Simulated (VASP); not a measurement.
The system is Co.

```
CELL_PARAMETERS angstrom
2.42013 0.00000 0.00000
-1.21006 2.09589 0.00000
0.00000 0.00000 7.92312
ATOMIC_POSITIONS crystal
Co 0.66667 0.33333 0.75000
Co 0.00000 0.00000 0.50000
Co 0.33333 0.66667 0.25000
Co 0.00000 0.00000 0.00000
```

This cell differs from its parent crystal: volume scaled by 0.94.

Program: VASP 6.6.1. Alike in all runs: task single point; spin collinear, ferromagnetic start; cell as given; k mesh 12 × 12 × 4; cutoff (eV) 520; smearing fermi-dirac 0.05 eV.

Problem. Order these runs on this cell by their pressure, lowest first.
A. level PBE+D4; potentials or basis VASP PAW PBE potentials, release 64 (Co)
B. level RPBE; potentials or basis VASP PAW PBE potentials, release 64 (Co)
C. level RPBE+D3(BJ); potentials or basis VASP PAW PBE potentials, release 64 (Co)
D. level BLYP; potentials or basis VASP PAW PBE potentials, release 64 (Co)
E. level LDA; potentials or basis VASP PAW LDA potentials, release 64 (Co)

Solution. C (-8.7 GPa), E (-1.9 GPa), A (12.5 GPa), B (26.0 GPa), D (30.2 GPa).

Caveats: the PAW data sets were made with another functional, which shifts forces and pressure a little (some runs); pairwise dispersion overbinds metals, which lowers pressure and volume (some runs).
